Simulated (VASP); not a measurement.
# CaO (Fm-3m) in VASP: a series of runs

The runs below take CaO through relaxation of cell and atoms, single point, with RPBE, PBEsol+D3(BJ), BLYP, PBE.

Program: VASP 6.6.1. These are calculated values, not measurements. Logs are shortened: lines on timing, memory, paths and dates and some standing lists are left out, and cuts for length are marked.

## (1) The cell of the first run

The structure is cubic, space group Fm-3m (No. 225). The conventional cell has a = 4.807 Å, b = 4.807 Å, c = 4.807 Å, α = 90.00°, β = 90.00°, γ = 90.00°. Ca (site symmetry m-3m) has 6 O at 2.40 Å within 3.2 Å. O (site symmetry m-3m) has 6 Ca at 2.40 Å within 3.2 Å.

## (2) Relaxation of cell and atoms, RPBE

INCAR

```
SYSTEM = CaO
  PREC = Accurate
  ENCUT = 600
  EDIFF = 1E-7
  ISMEAR = -1
  SIGMA = 0.05
  LREAL = .FALSE.
  LASPH = .TRUE.
  NELM = 60
  ALGO = Normal
  ISIF = 3
  LWAVE = .FALSE.
  LCHARG = .FALSE.
  GGA = RP
  IBRION = 2
  NSW = 80
  EDIFFG = -0.02
```

KPOINTS

```
Automatic mesh
0
G
  10 10 10
  0 0 0
```

POSCAR

```
CaO
1.0
    0.0000000000      2.4035556960      2.4035556960
    2.4035556960      0.0000000000      2.4035556960
    2.4035556960      2.4035556960      0.0000000000
Ca O
1 1
Direct
    0.0000000000      0.0000000000      0.0000000000
    0.5000000000      0.5000000000      0.5000000000
```

Potentials or basis: VASP PAW PBE potentials, release 64 (Ca_sv, O).

Started as:

```console
$ cat potpaw_PBE.64/Ca_sv/POTCAR potpaw_PBE.64/O/POTCAR > POTCAR
$ mpirun -np 1 vasp_std > vasp.out
```

OUTCAR:

```text
SYSTEM = CaO
   PREC = Accurate
   ENCUT = 600
   EDIFF = 1E-7
   ISMEAR = -1
   LREAL = .FALSE.
   LASPH = .TRUE.
   NELM = 60
   ISIF = 3
   GGA = RP
   IBRION = 2
   NSW = 80
   EDIFFG = -0.02

 ion  position               nearest neighbor table
   1  0.000  0.000  0.000-   2 2.40   2 2.40   2 2.40   2 2.40   2 2.40   2 2.40
   2  0.500  0.500  0.500-   1 2.40   1 2.40   1 2.40   1 2.40   1 2.40   1 2.40

  LATTYP: Found a face centered cubic cell.
 ALAT       =     4.8071113920

  Lattice vectors:

 A1 = (   0.0000000000,   2.4035556960,   2.4035556960)
 A2 = (   2.4035556960,   0.0000000000,   2.4035556960)
 A3 = (   2.4035556960,   2.4035556960,   0.0000000000)

Analysis of symmetry for initial positions (statically):
=====================================================================
 Subroutine PRICEL returns:
 Original cell was already a primitive cell.

 Routine SETGRP: Setting up the symmetry group for a
 face centered cubic supercell.

 Subroutine GETGRP returns: Found 48 space group operations
 (whereof 48 operations were pure point group operations)
 out of a pool of 48 trial point group operations.

The static configuration has the point symmetry O_h .

Analysis of symmetry for dynamics (positions and initial velocities):
=====================================================================
 Subroutine PRICEL returns:
 Original cell was already a primitive cell.

 Routine SETGRP: Setting up the symmetry group for a
 face centered cubic supercell.

 Subroutine GETGRP returns: Found 48 space group operations
 (whereof 48 operations were pure point group operations)
 out of a pool of 48 trial point group operations.

The dynamic configuration has the point symmetry O_h .

 Subroutine INISYM returns: Found 48 space group operations
 (whereof 48 operations are pure point group operations),
 and found     1 'primitive' translations

----------------------------------------------------------------------------------------

                                     Primitive cell

  volume of cell :      27.7711

  direct lattice vectors                    reciprocal lattice vectors
     0.000000000  2.403555696  2.403555696    -0.208025136  0.208025136  0.208025136
     2.403555696  0.000000000  2.403555696     0.208025136 -0.208025136  0.208025136
     2.403555696  2.403555696  0.000000000     0.208025136  0.208025136 -0.208025136

  length of vectors
     3.399141063  3.399141063  3.399141063     0.360310104  0.360310104  0.360310104

  position of ions in fractional coordinates (direct lattice)
     0.000000000  0.000000000  0.000000000
     0.500000000  0.500000000  0.500000000

  ion indices of the primitive-cell ions
   primitive index   ion index
                 1           1
                 2           2

----------------------------------------------------------------------------------------

 KPOINTS: Automatic mesh

Automatic generation of k-mesh.
 Grid dimensions read from file:
 generate k-points for:   10   10   10

 Generating k-lattice:

  Cartesian coordinates                     Fractional coordinates (reciprocal lattice)
    -0.020802514  0.020802514  0.020802514     0.100000000  0.000000000  0.000000000
     0.020802514 -0.020802514  0.020802514     0.000000000  0.100000000  0.000000000
     0.020802514  0.020802514 -0.020802514     0.000000000  0.000000000  0.100000000

  Length of vectors
     0.036031010  0.036031010  0.036031010

  Shift w.r.t. Gamma in fractional coordinates (k-lattice)
     0.000000000  0.000000000  0.000000000

 Subroutine IBZKPT returns following result:
 ===========================================

 Found     47 irreducible k-points:

 Following reciprocal coordinates:
            Coordinates               Weight
  0.000000  0.000000  0.000000      1.000000
  0.100000  0.000000  0.000000      8.000000
  0.200000  0.000000  0.000000      8.000000
  0.300000  0.000000  0.000000      8.000000
  0.400000  0.000000  0.000000      8.000000
  0.500000  0.000000  0.000000      4.000000
[... 16 lines left out ...]
  0.300000  0.300000  0.000000      6.000000
  0.400000  0.300000  0.000000     24.000000
 [... further k-points ...]
   k-points           NKPTS =     47   k-points in BZ     NKDIM =     47   number of bands    NBANDS=     12
   number of dos      NEDOS =    301   number of ions     NIONS =      2
   total plane-waves  NPLWV =  21952
   dimension x,y,z NGX =    28 NGY =   28 NGZ =   28
   dimension x,y,z NGXF=    56 NGYF=   56 NGZF=   56
   ions per type =               1   1
   NGX,Y,Z   is equivalent  to a cutoff of  13.69, 13.69, 13.69 a.u.
   NGXF,Y,Z  is equivalent  to a cutoff of  27.39, 27.39, 27.39 a.u.
 SYSTEM =  CaO
   PREC   = accura    normal or accurate (medium, high low for compatibility)
   ISTART =      0    job   : 0-new  1-cont  2-samecut
   ICHARG =      2    charge: 1-file 2-atom 10-const
   ISPIN  =      1    spin polarized calculation?
   LNONCOLLINEAR =      F non collinear calculations
   LSORBIT =      F    spin-orbit coupling
   LASPH  =      T    aspherical Exc in radial PAW
   ENCUT  =  600.0 eV  44.10 Ry    6.64 a.u.   6.79  6.79  6.79*2*pi/ulx,y,z
   NELM   =     60;   NELMIN=  2; NELMDL= -5     # of ELM steps
   EDIFF  = 0.1E-06   stopping-criterion for ELM
   LREAL  =      F    real-space projection
   EDIFFG = -.2E-01   stopping-criterion for IOM
   NSW    =     80    number of steps for IOM
   IBRION =      2    ionic relax: 0-MD 1-quasi-New 2-CG
   NFREE  =      1    steps in history (QN), initial steepest desc. (CG)
   ISIF   =      3    stress and relaxation
   ISYM   =      2    0-nonsym 1-usesym 2-fastsym
   POTIM  = 0.5000    time-step for ionic-motion
   TEBEG  =    0.0;   TEEND  =   0.0 temperature during run
   PSTRESS=    0.0 pullay stress
   NELECT =      16.0000    total number of electrons
   NUPDOWN=      -1.0000    fix difference up-down
   EMIN   =  10.00;   EMAX   =-10.00  energy-range for DOS
   EFERMI =   0.00;   METHOD = LEGACY
   ISMEAR =    -1;   SIGMA  =   0.05  broadening in eV -4-tet -1-fermi 0-gaus
   EFERMI_NEDOS =   21; number of points for ismear=-14 and -15
   IALGO  =     38    algorithm
   IMIX   =      4    mixing-type and parameters
     AMIX     =   0.40;   BMIX     =  1.00
     AMIX_MAG =   1.60;   BMIX_MAG =  1.00
  volume/ion in A,a.u.               =      13.89        93.70
  Fermi-wavevector in a.u.,A,eV,Ry     =   1.362231  2.574243 25.247954  1.855672
  Thomas-Fermi vector in A             =   2.488738
   LORBIT       =      0    0 simple, 1 ext, 2 COOP (PROOUT), +10 PAW based schemes
   GGA     = RP    functional components
   LHFCALC =     F    Hartree Fock is set to
   AEXX    =    0.0000 exact exchange contribution
   IVDW    =     0    specifies the selected vdW correction
   LEPSILON=     F    determine dielectric tensor
   LRPA    =     F    only Hartree local field effects (RPA)
 conjugate gradient relaxation of ions
 non-spin polarized calculation
  energy-cutoff  :      600.00
  volume of cell :       27.77
 maximum number of plane-waves:       941
   NGX = 13   NGY = 13   NGZ = 13

--------------------------------------- Ionic step        1  -------------------------------------------

 number of electron      15.9999997 magnetization

 Free energy of the ion-electron system (eV)
  ---------------------------------------------------
  ext. energy  EPLUGINS =         0.00000000
  ---------------------------------------------------
  free energy    TOTEN  =       -12.07075937 eV

  energy without entropy =      -12.07075937  energy(sigma->0) =      -12.07075937

 E-fermi :   3.4877     XC(G=0): -10.2019

 val. band max:        2.5229628273   @ k =   0.0000   0.0000   0.0000
 cond. band min:       6.2685293774   @ k =   0.5000   0.5000   0.0000
 fundamental gap:      3.7455665501
 Fermi energy:         3.4876833895

 k-point     1 :       0.0000    0.0000    0.0000
  band No.  band energies     occupation
      1     -35.2740      2.00000
      2     -15.9834      2.00000
      3     -15.9834      2.00000
      4     -15.9834      2.00000
      5     -13.1017      2.00000
      6       2.5230      2.00000
      7       2.5230      2.00000
      8       2.5230      2.00000
      9       7.3860      0.00000
     10       8.8104      0.00000
     11       8.8104      0.00000
     12       8.8104      0.00000

 k-point     2 :       0.1000    0.0000    0.0000
  band No.  band energies     occupation
      1     -35.2645      2.00000
      2     -16.1208      2.00000
      3     -15.9884      2.00000
      4     -15.9884      2.00000
      5     -12.9575      2.00000
      6       2.1719      2.00000
      7       2.3853      2.00000
      8       2.3853      2.00000
      9       7.8376      0.00000
     10       8.7815      0.00000
     11       8.9790      0.00000
     12       8.9790      0.00000
[... 388 lines left out ...]
 POSITION                                       TOTAL-FORCE (eV/Angst)
 -----------------------------------------------------------------------------------
      4.92523      2.46261      2.46261        -0.000000      0.000000     -0.000000
      2.46261      2.46261      2.46261         0.000000     -0.000000      0.000000
 -----------------------------------------------------------------------------------
    total drift:                                0.000000      0.000000      0.000000

  FREE ENERGIE OF THE ION-ELECTRON SYSTEM (eV)
  ---------------------------------------------------
  free  energy   TOTEN  =       -12.0955152950 eV

  energy  without entropy=      -12.0955152950  energy(sigma->0) =      -12.09551529

--------------------------------------- Ionic step        3  -------------------------------------------

 number of electron      16.0000005 magnetization

 Free energy of the ion-electron system (eV)
  ---------------------------------------------------
  ext. energy  EPLUGINS =         0.00000000
  ---------------------------------------------------
  free energy    TOTEN  =       -12.09819938 eV

  energy without entropy =      -12.09819938  energy(sigma->0) =      -12.09819938

 E-fermi :   3.1882     XC(G=0):  -9.9323

 val. band max:        2.2250144673   @ k =   0.0000   0.0000   0.0000
 cond. band min:       5.9758363956   @ k =   0.5000   0.5000   0.0000
 fundamental gap:      3.7508219283
 Fermi energy:         3.1881685100

 k-point     1 :       0.0000    0.0000    0.0000
  band No.  band energies     occupation
      1     -35.8083      2.00000
      2     -16.5522      2.00000
      3     -16.5522      2.00000
      4     -16.5522      2.00000
      5     -13.2954      2.00000
      6       2.2250      2.00000
      7       2.2250      2.00000
      8       2.2250      2.00000
      9       6.6565      0.00000
     10       8.3704      0.00000
     11       8.3704      0.00000
     12       8.3704      0.00000

 k-point     2 :       0.1000    0.0000    0.0000
  band No.  band energies     occupation
      1     -35.8009      2.00000
      2     -16.6550      2.00000
      3     -16.5566      2.00000
      4     -16.5566      2.00000
      5     -13.1845      2.00000
      6       1.8844      2.00000
      7       2.1005      2.00000
      8       2.1005      2.00000
      9       7.1011      0.00000
     10       8.3398      0.00000
     11       8.5274      0.00000
     12       8.5274      0.00000
[... 352 lines left out ...]
 POSITION                                       TOTAL-FORCE (eV/Angst)
 -----------------------------------------------------------------------------------
      0.00000      0.00000      0.00000        -0.000000      0.000000      0.000000
      2.44800      2.44800      2.44800         0.000000     -0.000000     -0.000000
 -----------------------------------------------------------------------------------
    total drift:                                0.000000      0.000000      0.000000

  FREE ENERGIE OF THE ION-ELECTRON SYSTEM (eV)
  ---------------------------------------------------
  free  energy   TOTEN  =       -12.0981993823 eV

  energy  without entropy=      -12.0981993823  energy(sigma->0) =      -12.09819938

 reached required accuracy - stopping structural energy minimisation
```

Run time: 81 s. Hardware: 1 thread of AMD EPYC 7R13, shared host; peak memory 0.15 GiB.

What came out:

```
Free energy                           : -12.0982 eV
Relaxed volume                        : 14.67 Å³/atom
Relaxed cell                          : a = 3.462 Å, b = 3.462 Å, c = 3.462 Å, α = 60.00°, β = 60.00°, γ = 60.00°
Space group after relaxing (to 0.1 Å) : Fm-3m (No. 225)
Energy gained by relaxing             : 13.7 meV/atom
Ionic steps                           : 3
Pressure after relaxing               : 0.0 GPa
Band gap on the k mesh                : 3.75 eV (least direct gap 4.13 eV)
```

Step by step:
```tsv
step	energy change (eV)	largest force (eV/Å)	pressure (GPa)	volume (Å³)
1	0.0000	0.0000	5.88	27.77
2	-0.0248	0.0000	-1.61	29.87
3	-0.0274	0.0000	0.01	29.34
```

Final structure:
```
Ca O
1.0
     0.00000    2.44800    2.44800
     2.44800    0.00000    2.44800
     2.44800    2.44800    0.00000
Ca O
1 1
Direct
  0.00000 0.00000 0.00000
  0.50000 0.50000 0.50000
```

Levels at points of the mesh, in eV from the valence-band top:
| k point | band 4 | band 5 | band 6 | band 7 | band 8 | band 9 | band 10 | band 11 | band 12 |
| --- | --- | --- | --- | --- | --- | --- | --- | --- | --- |
| (0.00, 0.00, 0.00) | -18.78 | -15.52 | 0.00 | 0.00 | 0.00 | 4.43 | 6.15 | 6.15 | 6.15 |
| (0.50, 0.00, 0.00) | -18.82 | -14.56 | -2.47 | -1.09 | -1.09 | 6.85 | 8.08 | 8.08 | 8.24 |
| (0.50, 0.50, 0.00) | -18.96 | -15.29 | -1.30 | -0.38 | -0.38 | 3.75 | 7.67 | 8.57 | 9.15 |

Caveat: the PAW data sets were made with another functional, which shifts forces and pressure a little. A k mesh can miss the band edges.

## (3) Relaxation of cell and atoms, PBEsol+D3(BJ)

INCAR

```
SYSTEM = CaO
PREC     = Accurate       ! precision mode
ENCUT    = 600            ! plane-wave cutoff, eV
EDIFF    = 1E-6           ! SCF threshold, eV
ISMEAR   = -1             ! smearing method
SIGMA    = 0.05           ! smearing width, eV
LREAL    = .False.        ! projectors in reciprocal space
LASPH    = .True.         ! aspherical terms in the spheres
NELM     = 100            ! most SCF steps
ALGO     = Normal         ! electronic algorithm
ISIF     = 3              ! what is computed and relaxed
LWAVE    = .False.        ! write WAVECAR
LCHARG   = .False.        ! write CHGCAR
GGA      = PS             ! functional
IVDW     = 12             ! dispersion correction
IBRION   = 2              ! ionic algorithm
NSW      = 80             ! ionic steps
EDIFFG   = -0.01          ! ionic threshold
```

KPOINTS

```
regular mesh
0
Gamma
  10 10 10
  0 0 0
```

POSCAR is that of step 2.

Potentials or basis: VASP PAW PBE potentials, release 64 (Ca_sv, O).

Started as:

```console
$ cat potpaw_PBE.64/Ca_sv/POTCAR potpaw_PBE.64/O/POTCAR > POTCAR
$ mpirun -np 1 vasp_std > vasp.out
```

Run time: 73 s. Hardware: 1 thread of AMD EPYC 7R13, shared host; peak memory 0.16 GiB.

The run converged. Its results:

* Free energy: -13.9601 eV
* Relaxed volume: 13.23 Å³/atom
* Relaxed cell: a = 3.345 Å, b = 3.345 Å, c = 3.345 Å, α = 60.00°, β = 60.00°, γ = 60.00°
* Space group after relaxing (to 0.1 Å): Fm-3m (No. 225)
* Energy gained by relaxing: 11.6 meV/atom
* Ionic steps: 3
* Pressure after relaxing: 0.0 GPa
* Band gap on the k mesh: 3.51 eV (least direct gap 3.87 eV)
* Dispersion energy per atom: -0.277 eV

Step by step:
```tsv
step	energy change (eV)	largest force (eV/Å)	pressure (GPa)	volume (Å³)
1	0.0000	0.0000	-5.38	27.77
2	-0.0191	0.0000	2.55	25.94
3	-0.0231	0.0000	0.01	26.45
```

Final structure:
```xyz
2
Lattice="0.0000 2.3650 2.3650 2.3650 0.0000 2.3650 2.3650 2.3650 0.0000" Properties=species:S:1:pos:R:3 pbc="T T T"
Ca    0.0000    0.0000    0.0000
O     2.3650    2.3650    2.3650
```

Levels at points of the mesh, in eV from the valence-band top:
```
           k point  band 6  band 7  band 8  band 9  band 10  band 11
(0.00, 0.00, 0.00)    0.00    0.00    0.00    4.96     6.30     6.30
(0.50, 0.00, 0.00)   -2.81   -1.32   -1.32    7.24     8.64     8.64
(0.50, 0.50, 0.00)   -1.29   -0.37   -0.37    3.51     8.41     9.20
```

Caveat: the PAW data sets were made with another functional, which shifts forces and pressure a little. A k mesh can miss the band edges.

## (4) Single point, BLYP

This run uses another cell than the first one, of 13.05 Å³/atom.

INCAR

```
  PREC = Accurate
  ENCUT = 520
  EDIFF = 1E-7
  ISMEAR = -1
  SIGMA = 0.05
  LREAL = False
  LASPH = True
  NELM = 60
  ALGO = Normal
  ISIF = 2
  LWAVE = False
  LCHARG = False
  GGA = B5
  ALDAX = 1.0
  AGGAX = 1.0
  AGGAC = 1.0
  ALDAC = 0.0
  NBANDS = 15
```

KPOINTS

```
regular mesh
0
Gamma
  10 10 10
```

POSCAR

```
CaO
1.0
    0.0000000000      2.3544897713      2.3544897713
    2.3544897713      0.0000000000      2.3544897713
    2.3544897713      2.3544897713      0.0000000000
Ca O
1 1
Direct
    0.0000000000      0.0000000000      0.0000000000
    0.5000000000      0.5000000000      0.5000000000
```

Started as:

```console
$ cat potpaw_PBE.64/Ca_sv/POTCAR potpaw_PBE.64/O/POTCAR > POTCAR
$ mpirun -np 1 vasp_std > vasp.out
```

Run time: 53 s. Hardware: 1 thread of Intel Xeon 8259CL, shared host; peak memory 0.17 GiB.

Results (log left out):

| Item | Value |
| --- | --- |
| Free energy | -12.1882 eV |
| Pressure | 13.6 GPa |
| Band gap on the k mesh | 3.71 eV (least direct gap 4.06 eV) |

Levels at points of the mesh, in eV from the valence-band top:
| k point | band 5 | band 6 | band 7 | band 8 | band 9 | band 10 | band 11 | band 12 |
| --- | --- | --- | --- | --- | --- | --- | --- | --- |
| (0.00, 0.00, 0.00) | -15.55 | 0.00 | 0.00 | 0.00 | 5.52 | 6.32 | 6.32 | 6.32 |
| (0.50, 0.00, 0.00) | -14.11 | -2.71 | -1.33 | -1.33 | 7.35 | 8.58 | 8.58 | 9.31 |
| (0.50, 0.50, 0.00) | -15.32 | -1.22 | -0.35 | -0.35 | 3.71 | 8.46 | 9.12 | 9.79 |

Caveat: the cell stands under pressure; the PAW data sets were made with another functional, which shifts forces and pressure a little.

## (5) Single point, BLYP

This run uses another cell than the first one, of 13.33 Å³/atom.

INCAR

```
PREC     = Accurate       # precision mode
ENCUT    = 520            # plane-wave cutoff, eV
EDIFF    = 1E-7           # SCF threshold, eV
ISMEAR   = -1             # smearing method
SIGMA    = 0.05           # smearing width, eV
LREAL    = F              # projectors in reciprocal space
LASPH    = T              # aspherical terms in the spheres
NELM     = 100            # most SCF steps
ALGO     = Normal         # electronic algorithm
ISIF     = 2              # what is computed and relaxed
LWAVE    = F              # write WAVECAR
LCHARG   = F              # write CHGCAR
GGA      = B5             # functional
ALDAX    = 1.0          
AGGAX    = 1.0          
AGGAC    = 1.0          
ALDAC    = 0.0          
NBANDS   = 15             # bands
```

KPOINTS is that of step 4.

POSCAR

```
CaO
1.0
    0.0000000000      2.3710712315      2.3710712315
    2.3710712315      0.0000000000      2.3710712315
    2.3710712315      2.3710712315      0.0000000000
Ca O
1 1
Direct
    0.0000000000      0.0000000000      0.0000000000
    0.5000000000      0.5000000000      0.5000000000
```

Started as:

```console
$ cat potpaw_PBE.64/Ca_sv/POTCAR potpaw_PBE.64/O/POTCAR > POTCAR
$ mpirun -np 1 vasp_std > vasp.out
```

It took 65 s on 1 thread of Intel Xeon 8259CL, shared host; peak memory 0.17 GiB.

It converged, with:

```yaml
Free_energy: -12.2304 eV
Pressure: 10.4 GPa
Band_gap_on_the_k_mesh: 3.72 eV (least direct gap 4.07 eV)
```

Levels at points of the mesh, in eV from the valence-band top:
```
           k point  band 4  band 5  band 6  band 7  band 8  band 9  band 10  band 11  band 12  band 13
(0.00, 0.00, 0.00)  -18.29  -15.51    0.00    0.00    0.00    5.33     6.27     6.27     6.27     7.81
(0.50, 0.00, 0.00)  -18.35  -14.17   -2.66   -1.28   -1.28    7.25     8.46     8.46     9.14    10.63
(0.50, 0.50, 0.00)  -18.55  -15.28   -1.23   -0.36   -0.36    3.72     8.29     9.00     9.65     9.65
```

Caveat: the cell stands under pressure; the PAW data sets were made with another functional, which shifts forces and pressure a little.

[end of part 1 of 2]
